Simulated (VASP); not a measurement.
# Al (Cm) in VASP: notebook

The runs below take Al through single point, with PBE+D3(BJ).

Everything below comes from runs of VASP 6.6.1. Logs are shortened: lines on timing, memory, paths and dates and some standing lists are left out, and cuts for length are marked.

### 1 The cell of the first run

The structure is monoclinic, space group Cm (No. 8). The conventional cell has a = 4.875 Å, b = 2.814 Å, c = 9.241 Å, α = 90.00°, β = 90.00°, γ = 90.00°. Within 3.2 Å of Al (site symmetry m) lie 12 Al at 2.44 to 2.82 Å. Al (site symmetry m) has 12 Al at 2.44 to 3.14 Å within 3.2 Å. Al (site symmetry m) has 12 Al at 2.81 to 3.14 Å within 3.7 Å. Al (site symmetry m) has 12 Al at 2.81 to 2.82 Å within 3.7 Å.

### 2 Single point, PBE+D3(BJ) (atom 2 (Al) moved by -0.280 Å along [1 2 0] and -0.280 Å along [0 0 1])

INCAR

```
PREC = Accurate ; ENCUT = 520
EDIFF = 1E-6 ; ISMEAR = 0
SIGMA = 0.15 ; LREAL = False
LASPH = True ; NELM = 80
ALGO = Fast ; ISIF = 2
LWAVE = False ; LCHARG = False
GGA = PE ; IVDW = 12
NBANDS = 14
```

KPOINTS

```
Automatic mesh
0
Gamma
  18 18 4
```

POSCAR

```
Al
1.0
    2.8144222650      0.0000000000      0.0000000000
   -1.4072111325      2.4373611785      0.0000000000
    0.0000000000      0.0000000000      9.2410470710
Al
4
Direct
    0.0000000000      0.0000000000      0.0000000000
    0.2758941646      0.5517883292      0.2197004032
    0.0000000000      0.0000000000      0.5000000000
    0.6666666667      0.3333333333      0.7500000000
```

Potentials or basis: VASP PAW PBE potentials, release 64 (Al).

Run with:

```sh
cat potpaw_PBE.64/Al/POTCAR > POTCAR
mpirun -np 1 vasp_std > vasp.out
```

OUTCAR:

```text
PREC = Accurate
   ENCUT = 520
   EDIFF = 1E-6
   ISMEAR = 0
   LREAL = False
   LASPH = True
   NELM = 80
   ISIF = 2
   GGA = PE
   IVDW = 12
 IVDW          = 12

 ion  position               nearest neighbor table
   1  0.000  0.000  0.000-   2 2.44   2 2.70   2 2.70   4 2.82   4 2.82   4 2.82
   2  0.276  0.552  0.220-   1 2.44   1 2.70   1 2.70   3 2.92   3 3.14   3 3.14
   3  0.000  0.000  0.500-   4 2.82   4 2.82   4 2.82   2 2.92   2 3.14   2 3.14
   4  0.667  0.333  0.750-   1 2.82   3 2.82   1 2.82   3 2.82   1 2.82   3 2.82

  LATTYP: Found a hexagonal cell.
 ALAT       =     2.8144222650
 C/A-ratio  =     3.2834614713

  Lattice vectors:

 A1 = (   2.8144222650,   0.0000000000,   0.0000000000)
 A2 = (  -1.4072111325,   2.4373611785,   0.0000000000)
 A3 = (   0.0000000000,   0.0000000000,   9.2410470710)

Analysis of symmetry for initial positions (statically):
=====================================================================
 Subroutine PRICEL returns:
 Original cell was already a primitive cell.

 Routine SETGRP: Setting up the symmetry group for a
 hexagonal supercell.

 Subroutine GETGRP returns: Found  2 space group operations
 (whereof  2 operations were pure point group operations)
 out of a pool of 24 trial point group operations.

The static configuration has the point symmetry C_1h.

Analysis of symmetry for dynamics (positions and initial velocities):
=====================================================================
 Subroutine PRICEL returns:
 Original cell was already a primitive cell.

 Routine SETGRP: Setting up the symmetry group for a
 hexagonal supercell.

 Subroutine GETGRP returns: Found  2 space group operations
 (whereof  2 operations were pure point group operations)
 out of a pool of 24 trial point group operations.

The dynamic configuration has the point symmetry C_1h.

 Subroutine INISYM returns: Found  2 space group operations
 (whereof  2 operations are pure point group operations),
 and found     1 'primitive' translations

----------------------------------------------------------------------------------------

                                     Primitive cell

  volume of cell :      63.3914

  direct lattice vectors                    reciprocal lattice vectors
     2.814422265  0.000000000  0.000000000     0.355312709  0.205139888  0.000000000
    -1.407211133  2.437361178  0.000000000     0.000000000  0.410279777  0.000000000
     0.000000000  0.000000000  9.241047071     0.000000000  0.000000000  0.108212846

[... 103 lines left out ...]
   EFERMI_NEDOS =   21; number of points for ismear=-14 and -15
   IALGO  =     68    algorithm
   IMIX   =      4    mixing-type and parameters
     AMIX     =   0.40;   BMIX     =  1.00
     AMIX_MAG =   1.60;   BMIX_MAG =  1.00
  volume/ion in A,a.u.               =      15.85       106.95
  Fermi-wavevector in a.u.,A,eV,Ry     =   0.939994  1.776331 12.021957  0.883589
  Thomas-Fermi vector in A             =   2.067362
   LORBIT       =      0    0 simple, 1 ext, 2 COOP (PROOUT), +10 PAW based schemes
   GGA     = PE    functional components
   LHFCALC =     F    Hartree Fock is set to
   AEXX    =    0.0000 exact exchange contribution
   IVDW    =    12    specifies the selected vdW correction
   LEPSILON=     F    determine dielectric tensor
   LRPA    =     F    only Hartree local field effects (RPA)
 non-spin polarized calculation
 RMM-DIIS sequential band-by-band and
 Gauss-broadening in eV      SIGMA  =   0.15
  energy-cutoff  :      520.00
  volume of cell :       63.39
 maximum number of plane-waves:      1724
 NGX is ok and might be reduce to    24
   NGX = 11   NGY = 11   NGZ = 35

 number of electron      12.0000000 magnetization

 Free energy of the ion-electron system (eV)
  ---------------------------------------------------
  ext. energy  EPLUGINS =         0.00000000
  ---------------------------------------------------
  free energy    TOTEN  =       -14.59437059 eV

  energy without entropy =      -14.57743808  energy(sigma->0) =      -14.58590434

 E-fermi :   8.3873     XC(G=0): -10.3300

 val. band max:        8.3868544976   @ k =  -0.1111  -0.4444   0.2500
 cond. band min:       8.3937185713   @ k =  -0.1667   0.5000   0.2500
 fundamental gap:      0.0068640737
 Fermi energy:         8.3873274635

 k-point     1 :       0.0000    0.0000    0.0000
  band No.  band energies     occupation
      1      -3.1278      2.00000
      2      -1.6192      2.00000
      3      -0.8912      2.00000
      4       3.7065      2.00000
      5       3.9085      2.00000
      6      11.6663      0.00000
      7      12.0114      0.00000
      8      19.1207      0.00000
      9      19.3280      0.00000
     10      19.3368      0.00000
     11      19.5393      0.00000
     12      20.2046      0.00000
     13      20.3502      0.00000
     14      20.6021      0.00000
[... 377 lines left out ...]
      1      -2.5917      2.00000
      2      -1.0890      2.00000
      3      -0.3607      2.00000
      4       4.2032      2.00000
      5       4.4292      2.00000
      6      12.0509      0.00000
      7      12.3750      0.00000
      8      14.5917      0.00000
      9      15.6083      0.00000
     10      15.8483      0.00000
     11      16.3937      0.00000
     12      17.2246      0.00000
     13      17.8570      0.00000
     14      19.5117      0.00000

 [... further k-points ...]

------------------------ aborting loop because EDIFF is reached ----------------------------------------

 Edisp (eV)   -1.40389

 E8    (eV) :    -0.6283

  FORCE on cell =-STRESS in cart. coord.  units (eV):
  Direction    XX          YY          ZZ          XY          YZ          ZX
  --------------------------------------------------------------------------------------
  -------------------------------------------------------------------------------------
  Total       0.13145     0.79191     1.94676     0.00000     0.99854     0.00000
  in kB       3.32243    20.01494    49.20301     0.00000    25.23757     0.00000
  external pressure =       24.18 kB  Pullay stress =        0.00 kB

 VOLUME and BASIS-vectors are now :
 -----------------------------------------------------------------------------
  energy-cutoff  :      520.00
  volume of cell :       63.39
      direct lattice vectors                 reciprocal lattice vectors
     2.814422265  0.000000000  0.000000000     0.355312709  0.205139888  0.000000000
    -1.407211133  2.437361178  0.000000000     0.000000000  0.410279777  0.000000000
     0.000000000  0.000000000  9.241047071     0.000000000  0.000000000  0.108212846

 POSITION                                       TOTAL-FORCE (eV/Angst)
 -----------------------------------------------------------------------------------
      0.00000      0.00000      0.00000        -0.000000     -0.568036     -1.491110
     -0.00000      1.34491      2.03026         0.000000      0.656754      1.938841
      0.00000      0.00000      4.62052        -0.000000     -0.068334     -0.473666
      1.40721      0.81245      6.93079        -0.000000     -0.020384      0.025935
 -----------------------------------------------------------------------------------
    total drift:                               -0.000000      0.000010     -0.000012

  FREE ENERGIE OF THE ION-ELECTRON SYSTEM (eV)
  ---------------------------------------------------
  free  energy   TOTEN  =       -15.9982581261 eV

  energy  without entropy=      -15.9813256163  energy(sigma->0) =      -15.98979187
```

OSZICAR:

```text
N       E                     dE             d eps       ncg     rms          rms(c)
DAV:   1     0.680996208378E+01    0.68100E+01   -0.41671E+03  9892   0.660E+02
DAV:   2    -0.141157253802E+02   -0.20926E+02   -0.19316E+02 12724   0.910E+01
DAV:   3    -0.148011027436E+02   -0.68538E+00   -0.67827E+00 12948   0.134E+01
DAV:   4    -0.148060659292E+02   -0.49632E-02   -0.49625E-02 11852   0.143E+00
DAV:   5    -0.148061282767E+02   -0.62347E-04   -0.62347E-04 13004   0.163E-01    0.296E+00
RMM:   6    -0.146439739610E+02    0.16215E+00   -0.79317E-02 10372   0.844E-01    0.166E+00
RMM:   7    -0.146110695057E+02    0.32904E-01   -0.11470E-02 10502   0.467E-01    0.930E-01
RMM:   8    -0.145953927368E+02    0.15677E-01   -0.67629E-03 11328   0.398E-01    0.159E-01
RMM:   9    -0.145944599920E+02    0.93274E-03   -0.82089E-04 11340   0.165E-01    0.102E-01
RMM:  10    -0.145943941398E+02    0.65852E-04   -0.13092E-04 11735   0.743E-02    0.832E-02
RMM:  11    -0.145943787875E+02    0.15352E-04   -0.42669E-05 11535   0.358E-02    0.672E-02
RMM:  12    -0.145943702514E+02    0.85360E-05   -0.17140E-05 11424   0.221E-02    0.196E-02
RMM:  13    -0.145943705906E+02   -0.33917E-06   -0.28281E-06 11000   0.107E-02
   1 F= -.15998258E+02 E0= -.15989792E+02  d E =-.169325E-01
```

stdout:

```text
POSCAR found type information on POSCAR Al
 POSCAR found :  1 types and       4 ions
 scaLAPACK will be used
 LDA part: xc-table for (Slater+PW92), standard interpolation
 POSCAR, INCAR and KPOINTS ok, starting setup
 FFT: planning ... GRIDC
 FFT: planning ... GRID_SOFT
 FFT: planning ... GRID
 WAVECAR not read
 entering main loop
```

It took 3.7 min on 1 thread of Intel Xeon Platinum 8259CL at 2.50GHz (Skylake/Cascade Lake), shared host; peak memory 0.36 GiB.

What came out:

* Free energy: -15.9983 eV
* Pressure: 2.4 GPa
* Largest force: 2.047 eV/Å
* Band gap on the k mesh: zero (bands 6 and 7 overlap by 5.23 eV)
* Dispersion energy per atom: -0.351 eV

Forces in eV/Å, atoms in the order of the input:
```
Al   0.000 -0.568 -1.491
Al   0.000  0.657  1.939
Al   0.000 -0.068 -0.474
Al   0.000 -0.020  0.026
```

Levels at points of the mesh, in eV from the Fermi level:
| k point | band 2 | band 3 | band 4 | band 5 | band 6 | band 7 | band 8 | band 9 | band 10 | band 11 |
| --- | --- | --- | --- | --- | --- | --- | --- | --- | --- | --- |
| (0.00, 0.00, 0.00) | -10.01 | -9.28 | -4.68 | -4.48 | 3.28 | 3.62 | 10.73 | 10.94 | 10.95 | 11.15 |
| (0.50, 0.00, 0.00) | -5.40 | -4.17 | -4.02 | -3.17 | -3.12 | 0.83 | 1.30 | 1.43 | 1.77 | 5.70 |
| (0.00, 0.50, 0.00) | -5.44 | -4.19 | -4.08 | -3.08 | -3.03 | 0.90 | 1.25 | 1.45 | 1.72 | 5.69 |
| (0.00, 0.00, 0.50) | -10.74 | -7.72 | -7.25 | -1.09 | -0.74 | 8.31 | 8.35 | 10.99 | 11.03 | 11.08 |
| (0.50, 0.00, 0.50) | -5.23 | -4.76 | -4.62 | -1.95 | -1.87 | -1.13 | -0.99 | 4.51 | 4.61 | 4.69 |
| (0.00, 0.50, 0.50) | -5.26 | -4.76 | -4.63 | -1.86 | -1.74 | -1.14 | -1.11 | 4.38 | 4.68 | 4.82 |

Caveat: the cell differs from its parent crystal (atom 2 (Al) moved by -0.280 Å along [1 2 0] and -0.280 Å along [0 0 1]); forces of over 1 eV/Å act on the atoms, so gaps and moduli don't describe the material at rest.

### 3 Single point, PBE+D3(BJ) (atom 2 (Al) moved by -0.280 Å along [1 2 0] and -0.560 Å along [0 0 1])

INCAR

```
  ALGO = Fast
  EDIFF = 1E-6
  ENCUT = 520
  GGA = PE
  ISIF = 2
  ISMEAR = 0
  IVDW = 12
  LASPH = T
  LCHARG = T
  LELF = T
  LREAL = F
  LVHAR = T
  LWAVE = F
  NBANDS = 14
  NELM = 100
  PREC = Accurate
  SIGMA = 0.15
```

KPOINTS

```
k-points
0
Gamma
  18 18 4
```

Changes to POSCAR since step 2:

```diff
@@ -9,3 +9,3 @@
     0.0000000000      0.0000000000      0.0000000000
-    0.2758941646      0.5517883292      0.2197004032
+    0.2758941646      0.5517883292      0.1894008065
     0.0000000000      0.0000000000      0.5000000000
```

Potentials or basis: VASP PAW PBE potentials, release 64 (Al).

Run with:

```sh
cat potpaw_PBE.64/Al/POTCAR > POTCAR
mpirun -np 1 vasp_std > vasp.out
```

Wall time 4 min (1 thread of Intel Xeon Platinum 8259CL at 2.50GHz (Skylake/Cascade Lake), shared host); peak memory 0.37 GiB.

The run converged. Its results:

- Free energy: -15.0712 eV
- Pressure: 8.6 GPa
- Largest force: 5.153 eV/Å
- Band gap on the k mesh: zero (bands 6 and 7 overlap by 4.90 eV)
- Dispersion energy per atom: -0.352 eV

Forces on the atoms (eV/Å):
```
Al   0.000 -1.399 -4.299
Al   0.000  1.436  4.948
Al   0.000 -0.016 -0.671
Al   0.000 -0.021  0.021
```

Stress tensor (GPa, compression positive):
```
 2.94  0.00  0.00
 0.00  7.81  6.14
 0.00  6.14 15.17
```

Levels at points of the mesh, in eV from the Fermi level:
| k point | band 3 | band 4 | band 5 | band 6 | band 7 | band 8 | band 9 | band 10 |
| --- | --- | --- | --- | --- | --- | --- | --- | --- |
| (0.00, 0.00, 0.00) | -8.91 | -4.51 | -4.41 | 3.22 | 3.78 | 9.91 | 10.21 | 10.34 |
| (0.50, 0.00, 0.00) | -4.36 | -4.15 | -2.85 | -2.76 | 1.02 | 1.32 | 1.55 | 1.85 |
| (0.00, 0.50, 0.00) | -4.38 | -4.17 | -2.79 | -2.71 | 1.05 | 1.32 | 1.60 | 1.83 |
| (0.00, 0.00, 0.50) | -7.79 | -6.86 | -1.16 | -0.51 | 8.17 | 8.40 | 10.11 | 10.23 |
| (0.50, 0.00, 0.50) | -4.67 | -4.47 | -1.99 | -1.76 | -0.91 | -0.63 | 4.28 | 4.57 |
| (0.00, 0.50, 0.50) | -4.68 | -4.47 | -1.91 | -1.72 | -0.85 | -0.71 | 4.18 | 4.64 |

Caveat: the cell differs from its parent crystal (atom 2 (Al) moved by -0.280 Å along [1 2 0] and -0.560 Å along [0 0 1]); the stress differs along the axes, from 3 to 15 GPa; forces of over 1 eV/Å act on the atoms, so gaps and moduli don't describe the material at rest.

### 4 Single point, PBE+D3(BJ) (atom 2 (Al) moved by -0.560 Å along [1 2 0] and -0.280 Å along [0 0 1])

INCAR

```
SYSTEM = Al
PREC = Accurate
ENCUT = 520
EDIFF = 1E-7
ISMEAR = 0
SIGMA = 0.15
LREAL = .False.
LASPH = .True.
NELM = 60
ALGO = Fast
ISIF = 2
LWAVE = .False.
LCHARG = .False.
GGA = PE
IVDW = 12
NBANDS = 14
```

KPOINTS

```
regular mesh
0
Gamma
  18 18 4
  0 0 0
```

Changes to POSCAR since step 3:

```diff
@@ -9,3 +9,3 @@
     0.0000000000      0.0000000000      0.0000000000
-    0.2758941646      0.5517883292      0.1894008065
+    0.2184549959      0.4369099917      0.2197004032
     0.0000000000      0.0000000000      0.5000000000
```

Run with:

```sh
cat potpaw_PBE.64/Al/POTCAR > POTCAR
mpirun -np 1 vasp_std > vasp.out
```

Wall time 4.5 min (1 thread of Intel Xeon Platinum 8259CL at 2.50GHz (Skylake/Cascade Lake), shared host); peak memory 0.36 GiB.

It converged, with:

| Quantity | Value |
| --- | --- |
| Free energy | -15.7088 eV |
| Pressure | 4.3 GPa |
| Largest force | 3.014 eV/Å |
| Band gap on the k mesh | zero (bands 6 and 7 overlap by 5.16 eV) |
| Dispersion energy per atom | -0.351 eV |

Forces in eV/Å, atoms in the order of the input:
```
Al   0.000 -1.236 -2.352
Al   0.000  1.400  2.669
Al   0.000 -0.144 -0.349
Al   0.000 -0.020  0.031
```

Stress tensor (GPa, compression positive):
```
 0.03  0.00  0.00
 0.00  2.74  5.42
 0.00  5.42 10.09
```

Levels at points of the mesh, in eV from the Fermi level:
| k point | band 2 | band 3 | band 4 | band 5 | band 6 | band 7 | band 8 | band 9 | band 10 | band 11 |
| --- | --- | --- | --- | --- | --- | --- | --- | --- | --- | --- |
| (0.00, 0.00, 0.00) | -10.00 | -9.26 | -4.68 | -4.46 | 3.24 | 3.62 | 10.69 | 10.87 | 11.07 | 11.35 |
| (0.50, 0.00, 0.00) | -5.37 | -4.15 | -3.99 | -3.19 | -3.13 | 0.72 | 1.25 | 1.53 | 1.84 | 5.77 |
| (0.00, 0.50, 0.00) | -5.39 | -4.20 | -4.08 | -3.06 | -2.99 | 0.70 | 1.32 | 1.45 | 1.87 | 5.72 |
| (0.00, 0.00, 0.50) | -10.73 | -7.71 | -7.24 | -1.09 | -0.73 | 8.07 | 8.33 | 10.96 | 11.20 | 11.27 |
| (0.50, 0.00, 0.50) | -5.19 | -4.75 | -4.60 | -1.97 | -1.91 | -1.13 | -0.96 | 4.42 | 4.62 | 4.69 |
| (0.00, 0.50, 0.50) | -5.20 | -4.76 | -4.62 | -1.79 | -1.66 | -1.24 | -1.13 | 4.26 | 4.73 | 4.90 |

Caveat: the cell differs from its parent crystal (atom 2 (Al) moved by -0.560 Å along [1 2 0] and -0.280 Å along [0 0 1]); the stress differs along the axes, from 0 to 10 GPa; forces of over 1 eV/Å act on the atoms, so gaps and moduli don't describe the material at rest.

### 5 Summary

| cell | further INCAR settings | gap on the mesh (eV) | pressure (GPa) | largest force (eV/Å) |
| --- | --- | --- | --- | --- |
| as given, atomic positions A | ALGO = Fast; EDIFF = 1e-06; NBANDS = 14 | none | 2.4 | 2.05 |
| as given, atomic positions B | ALGO = Fast; EDIFF = 1e-06; NBANDS = 14 | none | 8.6 | 5.15 |
| as given, atomic positions C | ALGO = Fast; EDIFF = 1e-07; NBANDS = 14 | none | 4.3 | 3.01 |

Alike in all rows: task single point; level PBE+D3(BJ); potentials or basis VASP PAW PBE potentials, release 64 (Al); no spin polarisation; k mesh 18 × 18 × 4; cutoff (eV) 520; smearing gaussian 0.15 eV.

Caveats: forces of over 1 eV/Å act on the atoms, so gaps and moduli don't describe the material at rest; the stress differs along the axes, from 3 to 15 GPa (at least some runs); the stress differs along the axes, from 0 to 10 GPa (at least some runs).

Absolute energies hang on the potentials; compare differences alone.
